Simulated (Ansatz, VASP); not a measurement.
# One calculation of MgSi2N, two programs

```
Mg Si N
1.0
     1.41382    0.81627    7.44221
    -1.41382    0.81627    7.44221
     0.00000   -1.63254    7.44221
Mg Si N
1 2 1
Direct
  0.50000 0.50000 0.50000
  0.27371 0.27371 0.27371
  0.72629 0.72629 0.72629
  0.00000 0.00000 0.00000
```

Alike in both runs: functional PBE; k mesh 6 × 6 × 6; occupations gaussian, width 0.1 eV; no spin polarisation.

Ansatz relaxed the structure, and its values are those at the end. VASP's run is a single point on that final structure, the one shown.

|  | VASP | Ansatz |
| --- | --- | --- |
| version | VASP 6.6.1 | Ansatz 0.2.0 |
| potentials or method | VASP PAW PBE potentials, release 64 (Mg, Si, N), cutoff 520 eV | scalar-relativistic, plane waves, PAW |
| valence electrons in the cell | 15 | 23 |

VASP gave:

```
gap on the k mesh at the Fermi level (eV) : none
pressure (GPa)                            : -0.1
rms of the force components (eV/Å)        : 0.013
```

Q: What did Ansatz give for the same quantities?

A: gap on the k mesh at the Fermi level (eV): none; pressure (GPa): 0.0; rms of the force components (eV/Å): 0.015.

A gap of «none» marks a metal or a gap that the smearing closes. VASP's potentials hold 15 valence electrons a cell and Ansatz's 23, so a difference there can come from the potentials and not from the codes.

The k mesh is coarse, so the values compare programs but aren't converged.
